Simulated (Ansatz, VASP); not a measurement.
## Sc2SbP3: VASP beside Ansatz

File INCAR:

```
ALGO = Normal ; EDIFF = 1E-6
EDIFFG = -0.01 ; ENCUT = 600
GGA = PE ; IBRION = 2
ISIF = 3 ; ISMEAR = 0
LASPH = T ; LCHARG = F
LREAL = F ; LWAVE = F
NELM = 100 ; NSW = 100
PREC = Accurate ; SIGMA = 0.1
```

KPOINTS

```
k-points
0
Gamma
  6 6 10
```

Contents of POSCAR:

```
Sc2SbP3
1.0
    5.9294864730      0.0000000000      0.0000000000
   -2.9647432365      5.1350859170      0.0000000000
    0.0000000000      0.0000000000      3.9066585794
Sc Sb P
2 1 3
Direct
    0.3333333333      0.6666666667      0.0000000000
    0.6666666667      0.3333333333      0.0000000000
    0.0000000000      0.0000000000      0.0000000000
    0.5000000000      0.0000000000      0.5000000000
    0.5000000000      0.5000000000      0.5000000000
    0.0000000000      0.5000000000      0.5000000000
```

Input for Ansatz:

```yaml
crystal:
  lattice:
    - [5.929486473, 0.0, 0.0]
    - [-2.9647432365, 5.135085917, 0.0]
    - [0.0, 0.0, 3.9066585794]
  atoms:
    - { symbol: Sc, position: [0.3333333333, 0.6666666667, 0.0] }
    - { symbol: Sc, position: [0.6666666667, 0.3333333333, 0.0] }
    - { symbol: Sb, position: [0.0, 0.0, 0.0] }
    - { symbol: P, position: [0.5, 0.0, 0.5] }
    - { symbol: P, position: [0.5, 0.5, 0.5] }
    - { symbol: P, position: [0.0, 0.5, 0.5] }
basis:
  ecutwfc: 420
kpoints:
  mp_grid: { grid: [6, 6, 10] }
hamiltonian:
  xc: pbe
scf:
  occupations: { method: gaussian, width: 0.1 }
output:
  forces: true
  stress: true
  eigenvalues: true
  write_density: true
  write_potential: true
  elf: true
  volumetric_format: npy
relax:
  adjacent_minimum: "off"
  f_tol: 0.01
  max_steps: 80
  cell: { stress_tol: 0.05 }
```

Change from the starting cell: species swapped into the DyCo3B2 type (P6/mmm, No. 191).

Alike in both runs: task relaxation of cell and atoms; functional PBE; k mesh 6 × 6 × 10; occupations gaussian, width 0.1 eV; no spin polarisation.

```csv
,VASP,Ansatz
version,VASP 6.6.1,Ansatz 0.2.0
potentials or method,"VASP PAW PBE potentials, release 64 (Sc_sv, Sb, P), cutoff 600 eV","scalar-relativistic, plane waves, PAW"
valence electrons in the cell,42,52
```

Ansatz gave:

* gap on the k mesh at the Fermi level, each at its own relaxed structure (eV): none
* relaxed volume (Å³/atom): 19.54
* relaxed length of the cell vector where the two differ most in proportion (Å): 4.022

Task: What did VASP give for the same quantities?

Result: gap on the k mesh at the Fermi level, each at its own relaxed structure (eV): none; relaxed volume (Å³/atom): 19.55; relaxed length of the cell vector where the two differ most in proportion (Å): 4.027.

A gap of «none» marks a metal or a gap that the smearing closes. VASP's potentials hold 42 valence electrons a cell and Ansatz's 52, so a difference there can come from the potentials and not from the codes.

Neither program's run includes spin-orbit coupling.
